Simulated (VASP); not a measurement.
# MgO (P6_3/mmc) in VASP: further runs, part 2 of 2

VASP 6.6.1. The steps go on from the part before.

## Step 5: Relaxation of cell and atoms, PBE

This run uses another cell than the first one, of 9.62 Å³/atom.

Input file INCAR:

```
  PREC = Accurate
  ENCUT = 600
  EDIFF = 1E-6
  ISMEAR = 0
  SIGMA = 0.02
  LREAL = F
  LASPH = T
  NELM = 100
  ALGO = Normal
  ISIF = 3
  LWAVE = F
  LCHARG = F
  GGA = PE
  IBRION = 2
  NSW = 65
  EDIFFG = -0.01
```

Input file KPOINTS:

```
Automatic mesh
0
Gamma
  9 9 6
```

Input file POSCAR:

```
MgO
1.0
    3.0078485001      0.0000000000      0.0000000000
   -1.5039242501      2.6048732118      0.0000000000
    0.0000000000      0.0000000000      4.9117021012
Mg O
2 2
Direct
    0.0000000000      0.0000000000      0.0000000000
    0.0000000000      0.0000000000      0.5000000000
    0.3333333333      0.6666666667      0.2500000000
    0.6666666667      0.3333333333      0.7500000000
```

Potentials or basis: VASP PAW PBE potentials, release 64 (Mg, O).

On the command line:

```console
> cat potpaw_PBE.64/Mg/POTCAR potpaw_PBE.64/O/POTCAR > POTCAR
> mpirun -np 1 vasp_std > vasp.out
```

OUTCAR:

```text
PREC = Accurate
   ENCUT = 600
   EDIFF = 1E-6
   ISMEAR = 0
   LREAL = F
   LASPH = T
   NELM = 100
   ISIF = 3
   GGA = PE
   IBRION = 2
   NSW = 65
   EDIFFG = -0.01

 ion  position               nearest neighbor table
   1  0.000  0.000  0.000-   3 2.13   4 2.13   4 2.13   3 2.13   4 2.13   3 2.13   2 2.46   2 2.46

   2  0.000  0.000  0.500-   3 2.13   4 2.13   4 2.13   3 2.13   4 2.13   3 2.13   1 2.46   1 2.46

   3  0.333  0.667  0.250-   1 2.13   2 2.13   1 2.13   2 2.13   1 2.13   2 2.13
   4  0.667  0.333  0.750-   1 2.13   2 2.13   1 2.13   2 2.13   1 2.13   2 2.13

  LATTYP: Found a hexagonal cell.
 ALAT       =     3.0078485001
 C/A-ratio  =     1.6329619331

  Lattice vectors:

 A1 = (   3.0078485001,   0.0000000000,   0.0000000000)
 A2 = (  -1.5039242501,   2.6048732118,   0.0000000000)
 A3 = (   0.0000000000,   0.0000000000,   4.9117021012)

Analysis of symmetry for initial positions (statically):
=====================================================================
 Subroutine PRICEL returns:
 Original cell was already a primitive cell.

 Routine SETGRP: Setting up the symmetry group for a
 hexagonal supercell.

 Subroutine GETGRP returns: Found 24 space group operations
 (whereof 12 operations were pure point group operations)
 out of a pool of 24 trial point group operations.

The static configuration has the point symmetry D_3d.
 The point group associated with its full space group is D_6h.

Analysis of symmetry for dynamics (positions and initial velocities):
=====================================================================
 Subroutine PRICEL returns:
 Original cell was already a primitive cell.

 Routine SETGRP: Setting up the symmetry group for a
 hexagonal supercell.

 Subroutine GETGRP returns: Found 24 space group operations
[... 146 lines left out ...]

--------------------------------------- Ionic step        1  -------------------------------------------

 number of electron      15.9999999 magnetization

 Free energy of the ion-electron system (eV)
  ---------------------------------------------------
  ext. energy  EPLUGINS =         0.00000000
  ---------------------------------------------------
  free energy    TOTEN  =       -23.07265294 eV

  energy without entropy =      -23.07265294  energy(sigma->0) =      -23.07265294

------------------------ aborting loop because EDIFF is reached ----------------------------------------

  FORCE on cell =-STRESS in cart. coord.  units (eV):
  Direction    XX          YY          ZZ          XY          YZ          ZX
  --------------------------------------------------------------------------------------
  -------------------------------------------------------------------------------------
  Total       -1.8131755     -1.8131755      5.2189822      0.0000000     -0.0000000      0.0000000
  in kB      -75.4876400    -75.4876400    217.2810385      0.0000000     -0.0000000      0.0000000
  external PRESSURE =      22.1019195 kB  Pullay stress =       0.0000000 kB
[... 215 lines left out ...]
--------------------------------------- Ionic step        7  -------------------------------------------

 number of electron      16.0000003 magnetization

 Free energy of the ion-electron system (eV)
  ---------------------------------------------------
  ext. energy  EPLUGINS =         0.00000000
  ---------------------------------------------------
  free energy    TOTEN  =       -23.22965763 eV

  energy without entropy =      -23.22965763  energy(sigma->0) =      -23.22965763

 E-fermi :   3.2061     XC(G=0): -10.8824

 val. band max:        3.0687798170   @ k =   0.0000   0.0000   0.0000
 cond. band min:       7.2365828810   @ k =   0.0000   0.0000   0.0000
 fundamental gap:      4.1678030640
 Fermi energy:         3.2060975643

 k-point     1 :       0.0000    0.0000    0.0000
  band No.  band energies     occupation
      1     -14.1583      2.00000
      2     -13.1219      2.00000
      3      -1.7557      2.00000
      4       2.5696      2.00000
      5       2.5772      2.00000
      6       2.5772      2.00000
      7       3.0688      2.00000
      8       3.0688      2.00000
      9       7.2366      0.00000
     10      10.9915      0.00000
     11      14.4661      0.00000
     12      15.9121      0.00000
[... 331 lines left out ...]
 k-point    24 :       0.3333    0.3333    0.1667
  band No.  band energies     occupation
      1     -12.7091      2.00000
      2     -12.7091      2.00000
      3      -0.4003      2.00000
      4       0.0164      2.00000
      5       0.0164      2.00000
      6       0.7461      2.00000
      7       1.3993      2.00000
      8       1.3993      2.00000
      9      13.1748      0.00000
     10      13.1748      0.00000
     11      14.5720      0.00000
     12      14.8903      0.00000

 [... further k-points ...]

------------------------ aborting loop because EDIFF is reached ----------------------------------------

  FORCE on cell =-STRESS in cart. coord.  units (eV):
  Direction    XX          YY          ZZ          XY          YZ          ZX
  --------------------------------------------------------------------------------------
  -------------------------------------------------------------------------------------
  Total       -0.0062651     -0.0062651      0.0184008      0.0000000     -0.0000000     -0.0000000
  in kB       -0.2584327     -0.2584327      0.7590294      0.0000000     -0.0000000     -0.0000000
  external PRESSURE =       0.0807214 kB  Pullay stress =       0.0000000 kB
[... 19 lines left out ...]
  FREE ENERGIE OF THE ION-ELECTRON SYSTEM (eV)
  ---------------------------------------------------
  free  energy   TOTEN  =       -23.2296576295 eV

  energy  without entropy=      -23.2296576295  energy(sigma->0) =      -23.22965763

 reached required accuracy - stopping structural energy minimisation
```

OSZICAR:

```text
N       E                     dE             d eps       ncg     rms          rms(c)
DAV:   1     0.715946927999E+02    0.71595E+02   -0.90701E+03  1232   0.135E+03
DAV:   2    -0.219317914948E+02   -0.93526E+02   -0.85740E+02  1592   0.249E+02
DAV:   3    -0.261360857727E+02   -0.42043E+01   -0.41790E+01  1444   0.551E+01
DAV:   4    -0.261608219321E+02   -0.24736E-01   -0.24728E-01  1276   0.474E+00
[... 46 lines left out ...]
DAV:   1    -0.232297277325E+02   -0.11617E-03   -0.51227E-03  1160   0.756E-01    0.575E-02
DAV:   2    -0.232296781636E+02    0.49569E-04   -0.54700E-05  1420   0.748E-02    0.306E-02
DAV:   3    -0.232296589720E+02    0.19192E-04   -0.14567E-05  1344   0.390E-02    0.761E-03
DAV:   4    -0.232296575710E+02    0.14010E-05   -0.21207E-06   888   0.162E-02    0.779E-04
DAV:   5    -0.232296576295E+02   -0.58497E-07   -0.24272E-07   612   0.503E-03
   7 F= -.23229658E+02 E0= -.23229658E+02  d E =-.466748E-04
```

CONTCAR:

```text
MgO
   1.00000000000000
     2.9520886042886136    0.0000000000010673    0.0000000000000000
    -1.4760443021924559    2.5565837255156270   -0.0000000000000000
     0.0000000000000000   -0.0000000000000000    5.1463572741872072
  Mg              O
     2     2
Direct
     0.0000000000000000    0.0000000000000000    0.0000000000000000
     0.0000000000000000    0.0000000000000000    0.5000000000000000
     0.3333333332999970    0.6666666667000030    0.2500000000000000
     0.6666666667000030    0.3333333332999970    0.7500000000000000

  0.00000000E+00  0.00000000E+00  0.00000000E+00
  0.00000000E+00  0.00000000E+00  0.00000000E+00
  0.00000000E+00  0.00000000E+00  0.00000000E+00
  0.00000000E+00  0.00000000E+00  0.00000000E+00
```

It took 30 s on 1 thread of Intel Xeon 6975P-C (Granite Rapids), shared host; peak memory 0.18 GiB.

Results:

```yaml
Free_energy: -23.2297 eV
Relaxed_volume: 9.71 Å³/atom
Relaxed_cell: a = 2.952 Å, b = 2.952 Å, c = 5.146 Å, α = 90.00°, β = 90.00°, γ = 120.00°
Space_group_after_relaxing_to_0.1_Å: P6_3/mmc (No. 194)
Energy_gained_by_relaxing: 39.3 meV/atom
Ionic_steps: 7
Pressure_after_relaxing: 0.0 GPa
Band_gap_on_the_k_mesh: 4.17 eV
```

Step by step:
| step | energy change (eV) | largest force (eV/Å) | pressure (GPa) | volume (Å³) |
| --- | --- | --- | --- | --- |
| 1 | 0.0000 | 0.0000 | 2.21 | 38.48 |
| 2 | -0.1446 | 0.0000 | -1.19 | 39.14 |
| 3 | -0.1567 | 0.0000 | -0.60 | 39.01 |
| 4 | -0.1566 | 0.0000 | -0.65 | 39.01 |
| 5 | -0.1569 | 0.0000 | 0.10 | 38.82 |
| 6 | -0.1570 | 0.0000 | -0.04 | 38.85 |
| 7 | -0.1570 | 0.0000 | 0.01 | 38.84 |

Final structure:
```yaml
crystal:
  lattice:
    - [2.95209, 0.00000, 0.00000]
    - [-1.47604, 2.55658, 0.00000]
    - [0.00000, 0.00000, 5.14636]
  atoms:
    - { symbol: Mg, position: [0.00000, 0.00000, 0.00000] }
    - { symbol: Mg, position: [0.00000, 0.00000, 0.50000] }
    - { symbol: O, position: [0.33333, 0.66667, 0.25000] }
    - { symbol: O, position: [0.66667, 0.33333, 0.75000] }
```

## Step 6: Relaxation of cell and atoms, PBE

This run uses another cell than the first one, of 9.62 Å³/atom.

Input file INCAR:

```
  ALGO = Normal
  EDIFF = 1E-6
  EDIFFG = -0.01
  ENCUT = 600
  GGA = PE
  IBRION = 2
  ISIF = 3
  ISMEAR = 0
  LASPH = T
  LCHARG = F
  LREAL = F
  LWAVE = F
  NELM = 100
  NSW = 65
  PREC = Accurate
  SIGMA = 0.02
```

Input file KPOINTS:

```
k-points
0
Gamma
  9 9 6
```

Input file POSCAR:

```
MgO
1.0
    3.0078485001      0.0000000000      0.0000000000
   -1.5039242501      2.6048732118      0.0000000000
    0.0000000000      0.0000000000      4.9117021012
Mg O
2 2
Direct
    0.0000000000      0.0000000000      0.0000000000
    0.3333333333      0.6666666667      0.5000000000
    0.6666666667      0.3333333333      0.2500000000
    0.6666666667      0.3333333333      0.7500000000
```

Potentials or basis: VASP PAW PBE potentials, release 64 (Mg, O).

On the command line:

```console
> cat potpaw_PBE.64/Mg/POTCAR potpaw_PBE.64/O/POTCAR > POTCAR
> mpirun -np 1 vasp_std > vasp.out
```

Run time: 34 s. Hardware: 1 thread of Intel Xeon 6975P-C (Granite Rapids), shared host; peak memory 0.18 GiB.

It converged, with:

```
Free energy                           : -22.8566 eV
Relaxed volume                        : 9.87 Å³/atom
Relaxed cell                          : a = 2.955 Å, b = 2.955 Å, c = 5.224 Å, α = 90.00°, β = 90.00°, γ = 120.00°
Space group after relaxing (to 0.1 Å) : P6_3/mmc (No. 194)
Energy gained by relaxing             : 65.0 meV/atom
Ionic steps                           : 8
Pressure after relaxing               : 0.0 GPa
Band gap on the k mesh                : 2.83 eV (least direct gap 3.18 eV)
```

Step by step:
```csv
step,energy change (eV),largest force (eV/Å),pressure (GPa),volume (Å³)
1,0.0000,0.0000,6.10,38.48
2,-0.2214,0.0000,-3.51,40.41
3,-0.2582,0.0000,-1.27,39.88
4,-0.2581,0.0000,-1.41,39.90
5,-0.2598,0.0000,0.07,39.47
6,-0.2599,0.0000,-0.13,39.53
7,-0.2600,0.0000,0.04,39.49
8,-0.2600,0.0000,0.00,39.49
```

Final structure:
```
CELL_PARAMETERS angstrom
2.95457 0.00000 0.00000
-1.47728 2.55873 0.00000
0.00000 0.00000 5.22423
ATOMIC_POSITIONS crystal
Mg 0.00000 0.00000 0.00000
Mg 0.33333 0.66667 0.50000
O 0.66667 0.33333 0.25000
O 0.66667 0.33333 0.75000
```

Levels at points of the mesh, in eV from the valence-band top:
```tsv
k point	band 4	band 5	band 6	band 7	band 8	band 9	band 10	band 11	band 12
(0.00, 0.00, 0.00)	-1.01	-1.01	-0.41	-0.41	-0.35	2.83	8.10	8.86	12.83
(0.00, 0.00, 0.50)	-3.42	-0.72	-0.72	-0.72	-0.72	5.06	5.06	12.05	12.05
```

A k mesh can miss the band edges.

## Step 7: Overview

```tsv
task	cell	k mesh	cutoff (eV)	gap on the mesh (eV)	pressure (GPa)	relaxed volume (Å³/atom)
single point	a = 2.958, b = 2.958, c = 5.156 Å, angles 90.0, 90.0, 120.0°, 4 atoms, atomic positions A	9 × 9 × 6	520	4.11	-0.7	-
single point	a = 2.961, b = 2.961, c = 5.234 Å, angles 90.0, 90.0, 120.0°, 4 atoms, atomic positions B	9 × 9 × 6	520	2.79	-0.7	-
single point	a = 2.984, b = 2.984, c = 10.144 Å, angles 90.0, 90.0, 120.0°, 8 atoms, atomic positions C	9 × 9 × 3	520	3.62	-0.7	-
relaxation of cell and atoms	relaxed from a = 3.008, b = 3.008, c = 4.912 Å, angles 90.0, 90.0, 120.0°, 4 atoms, atomic positions A	9 × 9 × 6	600	4.17	0.0	9.71
relaxation of cell and atoms	relaxed from a = 3.008, b = 3.008, c = 4.912 Å, angles 90.0, 90.0, 120.0°, 4 atoms, atomic positions B	9 × 9 × 6	600	2.83	0.0	9.87
```

Alike in all rows: level PBE; potentials or basis VASP PAW PBE potentials, release 64 (Mg, O); no spin polarisation; smearing gaussian 0.02 eV.

Total energies depend on the potentials used, so only differences within one code and one set of settings carry meaning.
